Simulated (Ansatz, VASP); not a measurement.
# Two plane-wave programs on CaAl2Sb2

INCAR

```
SYSTEM = CaAl2Sb2
PREC = Accurate
ENCUT = 520
EDIFF = 1E-6
ISMEAR = -1
SIGMA = 0.05
LREAL = .FALSE.
LASPH = .TRUE.
NELM = 60
ALGO = Normal
ISIF = 2
LWAVE = .FALSE.
LCHARG = .FALSE.
GGA = PE
NBANDS = 21
```

KPOINTS

```
regular mesh
0
G
  6 6 5
  0 0 0
```

The input POSCAR:

```
CaAl2Sb2
1.0
    4.9811377207      0.0000000000      0.0000000000
   -2.4905688604      4.3137918059      0.0000000000
    0.0000000000      0.0000000000      6.0444695700
Sb Ca Al
2 1 2
Direct
    0.3333333333      0.6666666667      0.2616641700
    0.6666666667      0.3333333333      0.7383358300
    0.0000000000      0.0000000000      0.0000000000
    0.3333333333      0.6666666667      0.7159555300
    0.6666666667      0.3333333333      0.2840444700
```

Contents of input.yaml:

```yaml
crystal:
  lattice:
    - [4.9811377207, 0.0, 0.0]
    - [-2.4905688604, 4.3137918059, 0.0]
    - [0.0, 0.0, 6.04446957]
  atoms:
    - { symbol: Sb, position: [0.3333333333, 0.6666666667, 0.26166417] }
    - { symbol: Sb, position: [0.6666666667, 0.3333333333, 0.73833583] }
    - { symbol: Ca, position: [0.0, 0.0, 0.0] }
    - { symbol: Al, position: [0.3333333333, 0.6666666667, 0.71595553] }
    - { symbol: Al, position: [0.6666666667, 0.3333333333, 0.28404447] }
hamiltonian:
  xc: pbe
  pseudopotentials: { kind: paw }
kpoints:
  mp_grid: { grid: [6, 6, 5] }
scf:
  occupations: { method: fermi_dirac, width: 0.05 }
output:
  forces: true
  stress: true
  eigenvalues: true
```

Alike in both runs: task single point; functional PBE; k mesh 6 × 6 × 5; occupations fermi-dirac, width 0.05 eV; no spin polarisation.

|  | VASP | Ansatz |
| --- | --- | --- |
| version | VASP 6.6.1 | Ansatz 0.2.0 |
| potentials or method | VASP PAW PBE potentials, release 64 (Sb, Ca_sv, Al) | Ansatz PAW |
| plane-wave cutoff (eV) | 520 | 420 |
| valence electrons in the cell | 26 | 46 |

```csv
,VASP,Ansatz,Ansatz less VASP
gap on the k mesh at the Fermi level (eV),none,none,-
pressure (GPa),0.7,0.5,-0.14
rms of the force components (eV/Å),0.051,0.048,-0.0033
```

Atom by atom the forces differ by 0.004 eV/Å (rms over components). A gap of «none» marks a metal or a gap that the smearing closes. VASP's potentials hold 26 valence electrons a cell and Ansatz's 46, so a difference there can come from the potentials and not from the codes.

Spin-orbit coupling is off throughout.
